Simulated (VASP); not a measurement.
Crystal: Au.

```
Au
1.0
     0.00000    2.07906    2.07906
     2.07906    0.00000    2.07906
     2.07906    2.07906    0.00000
Au
1
Direct
  0.00000 0.00000 0.00000
```

* Program: VASP 6.6.1
* Task: relaxation of cell and atoms
* Functional: LDA
* Potentials or basis: VASP PAW LDA potentials, release 64 (Au_sv_GW)
* Cutoff: 500 eV
* k mesh: 18 × 18 × 18
* Occupations: gaussian, width 0.1 eV
* Spin: no spin polarisation

At the start: pressure -13.5 GPa; volume 17.97 Å³/atom.

**Question.** Where does the relaxation end?

**Answer.** Over 7 steps the energy falls by 63.9 meV/atom and the volume is 16.58 Å³/atom (-7.8 %); space group Fm-3m (No. 225, to 0.05 Å).

The path:
| step | energy change (eV) | largest force (eV/Å) | pressure (GPa) | volume (Å³) |
| --- | --- | --- | --- | --- |
| 1 | 0.0000 | 0.0000 | -13.53 | 17.97 |
| 2 | 0.2088 | 0.0000 | 44.75 | 14.31 |
| 3 | -0.0638 | 0.0000 | -0.73 | 16.64 |
| 4 | -0.0639 | 0.0000 | -0.17 | 16.59 |
| 5 | -0.0639 | 0.0000 | 0.17 | 16.57 |
| 6 | -0.0639 | 0.0000 | -0.28 | 16.60 |
| 7 | -0.0639 | 0.0000 | 0.00 | 16.58 |

Final structure:
```
Au
1.0
     0.00000    2.02388    2.02388
     2.02388    0.00000    2.02388
     2.02388    2.02388    0.00000
Au
1
Direct
  0.00000 0.00000 0.00000
```
